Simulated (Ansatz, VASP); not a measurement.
**One calculation of Pb, two programs**

Contents of INCAR:

```
ALGO = Normal ; EDIFF = 1E-8
ENCUT = 520 ; GGA = PS
ISIF = 2 ; ISMEAR = -1
LASPH = T ; LCHARG = F
LEFG = T ; LREAL = F
LWAVE = F ; NBANDS = 21
NELM = 100 ; PREC = Accurate
SIGMA = 0.05
```

KPOINTS

```
k-points
0
Gamma
  12 12 7
```

POSCAR

```
Pb
1.0
    3.4683618054      0.0000000000      0.0000000000
   -1.7341809027      3.0036894329      0.0000000000
    0.0000000000      0.0000000000      5.5713042082
Pb
2
Direct
    0.3333333333      0.6666666667      0.2500000000
    0.6666666667      0.3333333333      0.7500000000
```

Input for Ansatz:

```yaml
crystal:
  lattice:
    - [3.4683618054, 0.0, 0.0]
    - [-1.7341809027, 3.0036894329, 0.0]
    - [0.0, 0.0, 5.5713042082]
  atoms:
    - { symbol: Pb, position: [0.3333333333, 0.6666666667, 0.25] }
    - { symbol: Pb, position: [0.6666666667, 0.3333333333, 0.75] }
kpoints:
  mp_grid: { grid: [12, 12, 7] }
scf:
  occupations: { method: fermi_dirac, width: 0.05 }
hamiltonian:
  xc: pbesol
  pseudopotentials: { kind: paw }
output:
  forces: true
  stress: true
  eigenvalues: true
  efg: { contact_densities: true }
```

Change from the starting cell: volume scaled by 0.99, PAW files.

Alike in both runs: task electric field gradients; functional PBEsol; k mesh 12 × 12 × 7; occupations fermi-dirac, width 0.05 eV; no spin polarisation.

|  | VASP | Ansatz |
| --- | --- | --- |
| version | VASP 6.6.1 | Ansatz 0.2.0 |
| potentials or method | VASP PAW PBE potentials, release 64 (Pb_d) | PAW with Ansatz's default frozen-core files, scalar-relativistic |
| plane-wave cutoff (eV) | 520 | 420 |
| valence electrons in the cell | 28 | 28 |

|  | VASP | Ansatz | Ansatz less VASP |
| --- | --- | --- | --- |
| pressure (GPa) | 1.3 | 1.4 | +0.07 |
| size of Vzz on the site where it differs most (V/Å²) | 6.8 | 5.2 | -1.61 |

VASP's potentials were made for PBE, not for PBEsol.

Neither program's run includes spin-orbit coupling.
